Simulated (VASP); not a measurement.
A run of VASP 6.6.1:

INCAR

```
PREC     = Accurate       # precision mode
ENCUT    = 600            # plane-wave cutoff, eV
EDIFF    = 1E-6           # SCF threshold, eV
ISMEAR   = 0              # smearing method
SIGMA    = 0.1            # smearing width, eV
LREAL    = False          # projectors in reciprocal space
LASPH    = True           # aspherical terms in the spheres
NELM     = 60             # most SCF steps
ALGO     = Normal         # electronic algorithm
ISIF     = 3              # what is computed and relaxed
LWAVE    = False          # write WAVECAR
LCHARG   = False          # write CHGCAR
GGA      = PE             # functional
IBRION   = 2              # ionic algorithm
NSW      = 100            # ionic steps
EDIFFG   = -0.01          # ionic threshold
```

File KPOINTS:

```
Automatic mesh
0
Gamma
  12 12 6
```

The input POSCAR:

```
Al3H2
1.0
    3.0799809750      0.0000000000      0.0000000000
   -1.5399904875      2.6673417675      0.0000000000
    0.0000000000      0.0000000000      7.0535796367
Al H
3 2
Direct
    0.3333333333      0.6666666667      0.2990755648
    0.6666666667      0.3333333333      0.7009244352
    0.0000000000      0.0000000000      0.0000000000
    0.3333333333      0.6666666667      0.5935473671
    0.6666666667      0.3333333333      0.4064526329
```

Potentials or basis: VASP PAW PBE potentials, release 64 (Al, H).

Command:

```sh
$ cat potpaw_PBE.64/Al/POTCAR potpaw_PBE.64/H/POTCAR > POTCAR
$ mpirun -np 1 vasp_std > vasp.out
```

Hardware: 1 thread of Intel(R) Xeon(R) Platinum 8375C CPU @ 2.90GHz (Ice Lake), on a shared host.

Estimate the wall time of this run.

Run time: 2.2 min on 1 thread of Intel(R) Xeon(R) Platinum 8375C CPU @ 2.90GHz (Ice Lake), with other jobs on the host, peak memory 0.23 GiB. Counts: scf iterations 35, k points 100, ion steps 7.
